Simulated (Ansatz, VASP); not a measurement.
# One calculation of SrO, two programs

File POSCAR:

```
SrO
1.0
    0.0000000000      2.5975128988      2.5975128988
    2.5975128988      0.0000000000      2.5975128988
    2.5975128988      2.5975128988      0.0000000000
Sr O
1 1
Direct
    0.5000000000      0.5000000000      0.5000000000
    0.0000000000      0.0000000000      0.0000000000
```

INCAR.step1

```
PREC     = Accurate       # precision mode
ENCUT    = 520            # plane-wave cutoff, eV
EDIFF    = 1E-5           # SCF threshold, eV
ISMEAR   = 0              # smearing method
SIGMA    = 0.05           # smearing width, eV
LREAL    = False          # projectors in reciprocal space
LASPH    = True           # aspherical terms in the spheres
NELM     = 60             # most SCF steps
ALGO     = Normal         # electronic algorithm
ISIF     = 2              # what is computed and relaxed
LWAVE    = True           # write WAVECAR
LCHARG   = False          # write CHGCAR
GGA      = PE             # functional
NBANDS   = 15             # bands
```

The input INCAR.step2:

```
PREC     = Accurate       # precision mode
ENCUT    = 520            # plane-wave cutoff, eV
EDIFF    = 1E-6           # SCF threshold, eV
ISMEAR   = 0              # smearing method
SIGMA    = 0.05           # smearing width, eV
LREAL    = False          # projectors in reciprocal space
LASPH    = True           # aspherical terms in the spheres
NELM     = 60             # most SCF steps
ALGO     = Normal         # electronic algorithm
ISIF     = 2              # what is computed and relaxed
LWAVE    = False          # write WAVECAR
LCHARG   = False          # write CHGCAR
GGA      = PE             # functional
LHFCALC  = True           # exact exchange
HFSCREEN = 0.2079         # screening, 1/A
PRECFOCK = Normal       
ISTART   = 1            
NBANDS   = 15             # bands
```

Contents of KPOINTS:

```
regular mesh
0
Gamma
  6 6 6
```

Input for Ansatz:

```yaml
crystal:
  lattice:
    - [0.0, 2.5975128988, 2.5975128988]
    - [2.5975128988, 0.0, 2.5975128988]
    - [2.5975128988, 2.5975128988, 0.0]
  atoms:
    - { symbol: Sr, position: [0.5, 0.5, 0.5] }
    - { symbol: O, position: [0.0, 0.0, 0.0] }
basis:
  ecutwfc: 420
  ecutrho_ratio: 4
kpoints:
  mp_grid: { grid: [6, 6, 6] }
hamiltonian:
  xc: hse06
scf:
  occupations: { method: gaussian, width: 0.05 }
output:
  forces: true
  stress: true
  eigenvalues: true
  populations: true
  write_density: true
  write_potential: true
  elf: true
  volumetric_format: npy
```

Alike in both runs: task single point; functional HSE06; k mesh 6 × 6 × 6; occupations gaussian, width 0.05 eV; no spin polarisation.

|  | VASP | Ansatz |
| --- | --- | --- |
| version | VASP 6.6.1 | Ansatz 0.2.0 |
| potentials or method | VASP PAW PBE potentials, release 64 (Sr_sv, O), cutoff 520 eV | scalar-relativistic, plane waves, PAW |
| valence electrons in the cell | 16 | 16 |

|  | VASP | Ansatz | Ansatz less VASP |
| --- | --- | --- | --- |
| gap on the k mesh at the Fermi level (eV) | 4.75 | 4.80 | +0.049 |
| least direct gap on the mesh (eV) | 4.87 | 4.91 | +0.036 |
| pressure (GPa) | -1.6 | -2.1 | -0.48 |

Ansatz's warnings: stress exchange threshold loose, stress scf threshold loose.
